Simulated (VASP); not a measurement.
# SnO2 (Pnnm) in VASP: a series of runs, part 2 of 2

VASP 6.6.1. The steps go on from the part before.

### 3 Single point, r2SCAN (atoms displaced along a vibrational mode)

POSCAR

```
SnO2
1.0
    4.7598181121      0.0000000000      0.0000000000
    0.0000000000      4.7600576133      0.0000000000
    0.0000000000      0.0000000000      3.2007107582
Sn O
2 4
Direct
    0.5000000000      0.5000000000      0.5000000000
    0.0000000000      0.0000000000      0.0000000000
    0.2724353669      0.3393804389      0.0000000000
    0.7724353669      0.1606195611      0.5000000000
    0.2275646331      0.8393804389      0.5000000000
    0.7275646331      0.6606195611      0.0000000000
```

INCAR.step1

```
ALGO     = Normal         # electronic algorithm
EDIFF    = 1E-4           # SCF threshold, eV
ENCUT    = 520            # plane-wave cutoff, eV
GGA      = PE             # functional
ISMEAR   = 0              # smearing method
LASPH    = T              # aspherical terms in the spheres
LCHARG   = F              # write CHGCAR
LREAL    = F              # projectors in reciprocal space
LWAVE    = T              # write WAVECAR
NBANDS   = 35             # bands
NELM     = 80             # most SCF steps
PREC     = Accurate       # precision mode
SIGMA    = 0.05           # smearing width, eV
```

INCAR.step2

```
ALGO     = Normal         # electronic algorithm
EDIFF    = 1E-7           # SCF threshold, eV
ENCUT    = 520            # plane-wave cutoff, eV
ISIF     = 2              # what is computed and relaxed
ISMEAR   = 0              # smearing method
ISTART   = 1            
LASPH    = T              # aspherical terms in the spheres
LCHARG   = T              # write CHGCAR
LELF     = T              # ELF
LMIXTAU  = T            
LREAL    = F              # projectors in reciprocal space
LVHAR    = T            
LWAVE    = F              # write WAVECAR
METAGGA  = R2SCAN         # meta-GGA
NBANDS   = 35             # bands
NELM     = 80             # most SCF steps
PREC     = Accurate       # precision mode
SIGMA    = 0.05           # smearing width, eV
```

KPOINTS

```
k-points
0
Gamma
  6 6 8
```

Potentials or basis: VASP PAW PBE potentials, release 64 (Sn_d, O).

Run with:

```sh
$ cat potpaw_PBE.64/Sn_d/POTCAR potpaw_PBE.64/O/POTCAR > POTCAR
$ cp INCAR.step1 INCAR
$ mpirun -np 1 vasp_std > vasp.out
$ cp INCAR.step2 INCAR
$ mpirun -np 1 vasp_std > vasp.out
```

OUTCAR:

```text
EDIFF = 1E-7
   ENCUT = 520
   ISIF = 2
   ISMEAR = 0
   ISTART = 1
   LASPH = T
   LREAL = F
   METAGGA = R2SCAN
   NELM = 80
   PREC = Accurate

 ion  position               nearest neighbor table
   1  0.500  0.500  0.500-   4 2.07   5 2.07   3 2.08   6 2.08   3 2.08   6 2.08   2 3.73   2 3.73
                             2 3.73   2 3.73   2 3.73   2 3.73   2 3.73   2 3.73
   2  0.000  0.000  0.000-   3 2.07   6 2.07   5 2.08   4 2.08   4 2.08   5 2.08   1 3.73   1 3.73
                             1 3.73   1 3.73   1 3.73   1 3.73   1 3.73   1 3.73
   3  0.272  0.339  0.000-   2 2.07   1 2.08   1 2.08
   4  0.772  0.161  0.500-   1 2.07   2 2.08   2 2.08
   5  0.228  0.839  0.500-   1 2.07   2 2.08   2 2.08
   6  0.728  0.661  0.000-   2 2.07   1 2.08   1 2.08

  LATTYP: Found a simple orthorhombic cell.
 ALAT       =     3.2007107582
 B/A-ratio  =     1.4871128545
 C/A-ratio  =     1.4871876820

  Lattice vectors:

 A1 = (   0.0000000000,   0.0000000000,   3.2007107582)
 A2 = (   4.7598181121,   0.0000000000,   0.0000000000)
 A3 = (   0.0000000000,   4.7600576133,   0.0000000000)

Analysis of symmetry for initial positions (statically):
=====================================================================
 Subroutine PRICEL returns:
 Original cell was already a primitive cell.

 Routine SETGRP: Setting up the symmetry group for a
 simple orthorhombic supercell.

 Subroutine GETGRP returns: Found  8 space group operations
 (whereof  4 operations were pure point group operations)
 out of a pool of  8 trial point group operations.

The static configuration has the point symmetry C_2h.
 The point group associated with its full space group is D_2h.

Analysis of symmetry for dynamics (positions and initial velocities):
=====================================================================
 Subroutine PRICEL returns:
 Original cell was already a primitive cell.

 Routine SETGRP: Setting up the symmetry group for a
 simple orthorhombic supercell.

 Subroutine GETGRP returns: Found  8 space group operations
 (whereof  4 operations were pure point group operations)
 out of a pool of  8 trial point group operations.

The dynamic configuration has the point symmetry C_2h.
 The point group associated with its full space group is D_2h.

 Subroutine INISYM returns: Found  8 space group operations
 (whereof  4 operations are pure point group operations),
 and found     1 'primitive' translations

----------------------------------------------------------------------------------------

                                     Primitive cell

  volume of cell :      72.5185

  direct lattice vectors                    reciprocal lattice vectors
     4.759818112  0.000000000  0.000000000     0.210092062  0.000000000  0.000000000
     0.000000000  4.760057613  0.000000000     0.000000000  0.210081491  0.000000000
     0.000000000  0.000000000  3.200710758     0.000000000  0.000000000  0.312430605

  length of vectors
     4.759818112  4.760057613  3.200710758     0.210092062  0.210081491  0.312430605

  position of ions in fractional coordinates (direct lattice)
     0.500000000  0.500000000  0.500000000
     0.000000000  0.000000000  0.000000000
     0.272435367  0.339380439  0.000000000
     0.772435367  0.160619561  0.500000000
     0.227564633  0.839380439  0.500000000
     0.727564633  0.660619561  0.000000000

  ion indices of the primitive-cell ions
   primitive index   ion index
                 1           1
                 2           2
[... 55 lines left out ...]
  0.333333  0.166667  0.125000      8.000000
  0.500000  0.166667  0.125000      4.000000
 [... further k-points ...]
   k-points           NKPTS =     80   k-points in BZ     NKDIM =     80   number of bands    NBANDS=     35
   number of dos      NEDOS =    301   number of ions     NIONS =      6
   total plane-waves  NPLWV =  31104
   dimension x,y,z NGX =    36 NGY =   36 NGZ =   24
   dimension x,y,z NGXF=    72 NGYF=   72 NGZF=   48
   ions per type =               2   4
   NGX,Y,Z   is equivalent  to a cutoff of  12.57, 12.57, 12.47 a.u.
   NGXF,Y,Z  is equivalent  to a cutoff of  25.15, 25.15, 24.93 a.u.
 SYSTEM =  unknown system
   PREC   = accura    normal or accurate (medium, high low for compatibility)
   ISTART =      1    job   : 0-new  1-cont  2-samecut
   ICHARG =      0    charge: 1-file 2-atom 10-const
   ISPIN  =      1    spin polarized calculation?
   LNONCOLLINEAR =      F non collinear calculations
   LSORBIT =      F    spin-orbit coupling
   LASPH  =      T    aspherical Exc in radial PAW
   ENCUT  =  520.0 eV  38.22 Ry    6.18 a.u.   8.85  8.85  5.95*2*pi/ulx,y,z
   NELM   =     80;   NELMIN=  2; NELMDL=  0     # of ELM steps
   EDIFF  = 0.1E-06   stopping-criterion for ELM
   LREAL  =      F    real-space projection
   EDIFFG = 0.1E-05   stopping-criterion for IOM
   NSW    =      0    number of steps for IOM
   IBRION =     -1    ionic relax: 0-MD 1-quasi-New 2-CG
   NFREE  =      0    steps in history (QN), initial steepest desc. (CG)
   ISIF   =      2    stress and relaxation
   ISYM   =      2    0-nonsym 1-usesym 2-fastsym
   POTIM  = 0.5000    time-step for ionic-motion
   TEBEG  =    0.0;   TEEND  =   0.0 temperature during run
   PSTRESS=    0.0 pullay stress
   NELECT =      52.0000    total number of electrons
   NUPDOWN=      -1.0000    fix difference up-down
   EMIN   =  10.00;   EMAX   =-10.00  energy-range for DOS
   EFERMI =   0.00;   METHOD = LEGACY
   ISMEAR =     0;   SIGMA  =   0.05  broadening in eV -4-tet -1-fermi 0-gaus
   EFERMI_NEDOS =   21; number of points for ismear=-14 and -15
   IALGO  =     38    algorithm
   IMIX   =      4    mixing-type and parameters
     AMIX     =   0.40;   BMIX     =  1.00
     AMIX_MAG =   1.60;   BMIX_MAG =  1.00
  volume/ion in A,a.u.               =      12.09        81.56
  Fermi-wavevector in a.u.,A,eV,Ry     =   1.465299  2.769014 29.213088  2.147101
  Thomas-Fermi vector in A             =   2.581173
   LORBIT       =      0    0 simple, 1 ext, 2 COOP (PROOUT), +10 PAW based schemes
   METAGGA = R2SCAN    functional components
   LHFCALC =     F    Hartree Fock is set to
   AEXX    =    0.0000 exact exchange contribution
   IVDW    =     0    specifies the selected vdW correction
   LEPSILON=     F    determine dielectric tensor
   LRPA    =     F    only Hartree local field effects (RPA)
 non-spin polarized calculation
 Gauss-broadening in eV      SIGMA  =   0.05
  energy-cutoff  :      520.00
  volume of cell :       72.52
 maximum number of plane-waves:      1992
 NGX is ok and might be reduce to    36
   NGX = 17   NGY = 17   NGZ = 11

 number of electron      52.0000017 magnetization

 Free energy of the ion-electron system (eV)
  ---------------------------------------------------
  ext. energy  EPLUGINS =         0.00000000
  ---------------------------------------------------
  free energy    TOTEN  =       -84.52683014 eV

  energy without entropy =      -84.52683014  energy(sigma->0) =      -84.52683014

 E-fermi :   5.5611     XC(G=0): -11.9943

 val. band max:        5.3455245733   @ k =   0.1667   0.0000   0.0000
 cond. band min:       7.3208444623   @ k =   0.0000   0.0000   0.0000
 fundamental gap:      1.9753198890
 Fermi energy:         5.5611065407

 k-point     1 :       0.0000    0.0000    0.0000
  band No.  band energies     occupation
      1     -16.1323      2.00000
      2     -15.2518      2.00000
      3     -14.9874      2.00000
      4     -14.9763      2.00000
      5     -14.9706      2.00000
      6     -14.9137      2.00000
[... 901 lines left out ...]
     34      18.7490      0.00000
     35      19.3949      0.00000

 [... further k-points ...]

------------------------ aborting loop because EDIFF is reached ----------------------------------------

  FORCE on cell =-STRESS in cart. coord.  units (eV):
  Direction    XX          YY          ZZ          XY          YZ          ZX
  --------------------------------------------------------------------------------------
  -------------------------------------------------------------------------------------
  Total       -1.2873865     -0.0742340     -0.5801919      0.0000000      0.0000000      0.0000000
  in kB      -28.4426817     -1.6400777    -12.8183822      0.0000000      0.0000000      0.0000000
  external PRESSURE =     -14.3003805 kB  Pullay stress =       0.0000000 kB

 VOLUME and BASIS-vectors are now :
 -----------------------------------------------------------------------------
  energy-cutoff  :      520.00
  volume of cell :       72.52
      direct lattice vectors                 reciprocal lattice vectors
     4.759818112  0.000000000  0.000000000     0.210092062  0.000000000  0.000000000
     0.000000000  4.760057613  0.000000000     0.000000000  0.210081491  0.000000000
     0.000000000  0.000000000  3.200710758     0.000000000  0.000000000  0.312430605

 POSITION                                       TOTAL-FORCE (eV/Angst)
 -----------------------------------------------------------------------------------
      2.37991      2.38003      1.60036         0.000000     -0.000000     -0.000000
      0.00000      0.00000      0.00000         0.000000     -0.000000     -0.000000
      1.29674      1.61547      0.00000         0.280946     -0.118003      0.000000
      3.67665      0.76456      1.60036         0.280946      0.118003      0.000000
      1.08317      3.99550      1.60036        -0.280946     -0.118003     -0.000000
      3.46308      3.14459      0.00000        -0.280946      0.118003      0.000000
 -----------------------------------------------------------------------------------
    total drift:                               -0.000000      0.000000      0.000000

  FREE ENERGIE OF THE ION-ELECTRON SYSTEM (eV)
  ---------------------------------------------------
  free  energy   TOTEN  =       -84.5268301384 eV

  energy  without entropy=      -84.5268301384  energy(sigma->0) =      -84.52683014
```

It took 13 min on 1 thread of AMD EPYC 7R43 (Zen 3), shared host; peak memory 0.25 GiB.

Results:

| Item | Value |
| --- | --- |
| Free energy | -84.5268 eV |
| Pressure | -1.4 GPa |
| Largest force | 0.305 eV/Å |
| Band gap on the k mesh | 1.98 eV (least direct gap 2.00 eV) |

Forces in eV/Å, atoms in the order of the input:
```
Sn   0.000  0.000  0.000
Sn   0.000  0.000  0.000
O    0.281 -0.118  0.000
O    0.281  0.118  0.000
O   -0.281 -0.118  0.000
O   -0.281  0.118  0.000
```

Stress tensor (GPa, compression positive):
```
-2.84  0.00  0.00
 0.00 -0.16  0.00
 0.00  0.00 -1.28
```

Caveat: the cell differs from its parent crystal (atoms displaced along a vibrational mode); the PAW data sets were made with another functional, which shifts forces and pressure a little; spin-orbit coupling is left out, which moves the levels of the heavy elements.
